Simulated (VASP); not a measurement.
Write the native input for VASP 6.6.1 that does the following.

```
Task                   : single point
Functional             : PBE
Potentials or basis    : VASP PAW PBE potentials, release 64 (Cs_sv, Ge_d, S)
Cutoff                 : 520 eV
k mesh                 : 3 × 3 × 3
Occupations            : gaussian, width 0.1 eV
Spin                   : no spin polarisation
Dipole correction      : no
Further INCAR settings : ALGO = Normal; EDIFF = 1e-07; NBANDS = 46
```

The structure of Cs3Ge2S3 lies in POSCAR:

```
Cs3Ge2S3
1.0
    3.2568108800      1.8803206400      7.5386219300
   -3.2568108800      1.8803206400      7.5386219300
    0.0000000000     -3.7606412700      7.5386219300
Cs Ge S
3 2 3
Direct
    0.5000000000      0.5000000000      0.5000000000
    0.0807000000      0.0807000000      0.0807000000
    0.9193000000      0.9193000000      0.9193000000
    0.2423000000      0.2423000000      0.2423000000
    0.7577000000      0.7577000000      0.7577000000
    0.5000000000      0.5000000000      0.0000000000
    0.0000000000      0.5000000000      0.5000000000
    0.5000000000      0.0000000000      0.5000000000
```

The cell was built from a structure type or drawn by symmetry, and may not be a known phase.

These files were run (other wordings do the same):

INCAR

```
SYSTEM = Cs3Ge2S3
PREC = Accurate
ENCUT = 520
EDIFF = 1E-7
ISMEAR = 0
SIGMA = 0.1
LREAL = .FALSE.
LASPH = .TRUE.
NELM = 80
ALGO = Normal
ISIF = 2
LWAVE = .FALSE.
LCHARG = .FALSE.
GGA = PE
NBANDS = 46
```

KPOINTS

```
regular mesh
0
G
  3 3 3
  0 0 0
```

Potentials or basis: VASP PAW PBE potentials, release 64 (Cs_sv, Ge_d, S).

Launch:

```bash
$ cat potpaw_PBE.64/Cs_sv/POTCAR potpaw_PBE.64/Ge_d/POTCAR potpaw_PBE.64/S/POTCAR > POTCAR
$ mpirun -np 1 vasp_std > vasp.out
```

Results of the run:

- Pressure: -2.4 GPa
- Largest force: 1.782 eV/Å
- Band gap on the k mesh: zero (an odd number of electrons rules out a gap without spin polarisation)

Caveat: the k points lie up to 0.38 Å⁻¹ apart, too coarse for converged energies and pressures of a metal; spin-orbit coupling is left out, which moves the levels of the heavy elements; forces of over 1 eV/Å act on the atoms, so gaps and moduli don't describe the material at rest.

Run time: 2 min on 1 thread of AMD EPYC 9R45 96-Core Processor (Zen 5), on a shared host, peak memory 0.56 GiB.
